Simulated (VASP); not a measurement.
Input of a VASP 6.6.1 run:

Contents of INCAR:

```
PREC     = Accurate       # precision mode
ENCUT    = 520            # plane-wave cutoff, eV
EDIFF    = 1E-6           # SCF threshold, eV
ISMEAR   = -1             # smearing method
SIGMA    = 0.05           # smearing width, eV
LREAL    = False          # projectors in reciprocal space
LASPH    = True           # aspherical terms in the spheres
NELM     = 60             # most SCF steps
ALGO     = Normal         # electronic algorithm
ISIF     = 2              # what is computed and relaxed
LWAVE    = False          # write WAVECAR
LCHARG   = False          # write CHGCAR
GGA      = PE             # functional
NBANDS   = 15             # bands
```

The input KPOINTS:

```
regular mesh
0
Gamma
  10 10 10
```

File POSCAR:

```
TiC
1.0
    3.0009756357      0.0000000000      0.0000000000
   -1.5004828854      2.5989140136      0.0000000000
    0.0000000000      0.0000000000      2.6615064761
Ti C
1 1
Direct
    0.0000000000      0.0000000000      0.5000000000
    0.3333300000      0.6666700000      0.0000000000
```

Potentials or basis: VASP PAW PBE potentials, release 64 (Ti_sv, C).

Run with:

```console
$ cat potpaw_PBE.64/Ti_sv/POTCAR potpaw_PBE.64/C/POTCAR > POTCAR
$ mpirun -np 1 vasp_std > vasp.out
```

(1) What does it give for the band gap on the k mesh?

(2) Estimate the pressure.

## Answers

(1) zero (band 8 reaches 9.14 eV, above the bottom of band 9 at 9.09 eV).

(2) 9.8 GPa.
